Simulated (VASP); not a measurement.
## AlNi3: single point with PBE

AlNi3:

```
Ni Al
1.0
     3.52305    0.00000    0.00000
     0.00000    3.52305    0.00000
     0.00000    0.00000    3.52305
Ni Al
3 1
Direct
  0.50000 0.50000 0.00000
  0.50000 0.00000 0.50000
  0.00000 0.50000 0.50000
  0.00000 0.00000 0.00000
```

- Program: VASP 6.6.1
- Task: single point
- Functional: PBE
- Potentials or basis: VASP PAW PBE potentials, release 64 (Ni, Al)
- Cutoff: 520 eV
- k mesh: 6 × 6 × 6
- Occupations: fermi-dirac, width 0.05 eV
- Spin: non-collinear spin, typed start
- Starting moments: [[-0.112, -0.24, -0.594], [-0.071, 0.038, 0.04], [-0.095, 0.119, -0.096], [0.0, 0.0, 0.0]] μB

```yaml
Pressure: 7.3 GPa
Band_gap_on_the_k_mesh: zero (bands 33 and 34 overlap by 1.31 eV)
Net_moment: 0.69 μB per cell
Valence_electrons_inside_the_program's_atomic_spheres: Ni 9.45; Al 0.82
```

Levels at points of the mesh, in eV from the Fermi level:
```
           k point  band 29  band 30  band 31  band 32  band 33  band 34  band 35  band 36  band 37  band 38
(0.00, 0.00, 0.00)     0.01     0.36     0.36     0.36     0.86     0.86     0.86     0.89     0.89     0.89
(0.50, 0.00, 0.00)    -0.96    -0.85    -0.51    -0.33    -0.07     0.36     5.66     5.66     5.69     5.69
(0.00, 0.50, 0.00)    -0.96    -0.85    -0.51    -0.33    -0.07     0.36     5.66     5.66     5.69     5.69
(0.00, 0.00, 0.50)    -0.96    -0.85    -0.51    -0.33    -0.07     0.36     5.66     5.66     5.69     5.69
(0.50, 0.50, 0.00)    -1.01    -0.99    -0.80    -0.61    -0.59    -0.45     0.89     0.89     1.17     1.17
(0.00, 0.50, 0.50)    -1.01    -0.99    -0.80    -0.61    -0.59    -0.45     0.89     0.89     1.17     1.17
(0.50, 0.00, 0.50)    -1.01    -0.99    -0.80    -0.61    -0.59    -0.45     0.89     0.89     1.17     1.17
(0.50, 0.50, 0.50)    -0.91    -0.91    -0.25    -0.25    -0.25    -0.22    -0.21     0.11     0.11     0.11
```

Moments on the atoms (μB; x, y, z):
```
Ni  -0.09 -0.04 -0.22
Ni  -0.09 -0.04 -0.22
Ni  -0.09 -0.04 -0.22
Al   0.00  0.00  0.01
```

Run time: 7.9 min on 1 thread of AMD EPYC 9R45 96-Core Processor (Zen 5), on a shared host, peak memory 0.43 GiB.

Caveat: the cell stands under pressure.
